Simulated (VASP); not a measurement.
A run of VASP 6.6.1 is set up as follows.

INCAR

```
PREC     = Accurate       # precision mode
ENCUT    = 600            # plane-wave cutoff, eV
EDIFF    = 1E-6           # SCF threshold, eV
ISMEAR   = -1             # smearing method
SIGMA    = 0.1            # smearing width, eV
LREAL    = F              # projectors in reciprocal space
LASPH    = T              # aspherical terms in the spheres
NELM     = 100            # most SCF steps
ALGO     = Normal         # electronic algorithm
ISIF     = 3              # what is computed and relaxed
LWAVE    = F              # write WAVECAR
LCHARG   = F              # write CHGCAR
GGA      = PS             # functional
IBRION   = 2              # ionic algorithm
NSW      = 80             # ionic steps
EDIFFG   = -0.002         # ionic threshold
PSTRESS  = 65.0
```

KPOINTS

```
Automatic mesh
0
Gamma
  12 12 12
```

File POSCAR:

```
Sb
1.0
    2.1034030101      1.2144002941      3.4534358632
   -2.1034030101      1.2144002941      3.4534358632
    0.0000000000     -2.4288005882      3.4534358632
Sb
2
Direct
    0.2453077237      0.2453077237      0.2453077237
    0.7546922763      0.7546922763      0.7546922763
```

Potentials or basis: VASP PAW PBE potentials, release 64 (Sb).

Command:

```console
$ cat potpaw_PBE.64/Sb/POTCAR > POTCAR
$ mpirun -np 1 vasp_std > vasp.out
```

Problem. Predict the relaxed cell.

Solution. a = 4.213 Å, b = 4.213 Å, c = 4.213 Å, α = 60.01°, β = 60.01°, γ = 60.01°.

Problem. Estimate the relaxed volume.

Solution. 26.44 Å³/atom.

Problem. Predict the space group after relaxing (to 0.1 Å).

Solution. Pm-3m (No. 221).

Step by step:
| step | energy change (eV) | largest force (eV/Å) | pressure (GPa) | volume (Å³) |
| --- | --- | --- | --- | --- |
| 1 | 0.0000 | 0.0268 | 6.78 | 52.93 |
| 2 | -0.0141 | 0.0098 | 6.16 | 53.28 |
| 3 | -0.0067 | 0.0189 | 6.48 | 53.09 |
| 4 | -0.0068 | 0.0186 | 6.48 | 53.09 |
| 5 | -0.0105 | 0.0141 | 6.32 | 53.19 |
| 6 | -0.0070 | 0.0185 | 6.47 | 53.10 |
| 7 | -0.0067 | 0.0178 | 6.47 | 53.09 |
| 8 | -0.0059 | 0.0160 | 6.48 | 53.07 |
| 9 | -0.0043 | 0.0131 | 6.49 | 53.02 |
| 10 | -0.0010 | 0.0093 | 6.53 | 52.93 |
| 11 | 0.0060 | 0.0030 | 6.72 | 52.76 |
| 12 | 0.0054 | 0.0025 | 6.69 | 52.77 |
| 13 | 0.0035 | 0.0013 | 6.61 | 52.82 |
| 14 | -0.0001 | 0.0004 | 6.45 | 52.91 |
| 15 | 0.0010 | 0.0001 | 6.50 | 52.88 |

Caveat: the cell is relaxed towards a set pressure, so the run minimises the enthalpy, not the energy; the PAW data sets were made with another functional, which shifts forces and pressure a little.
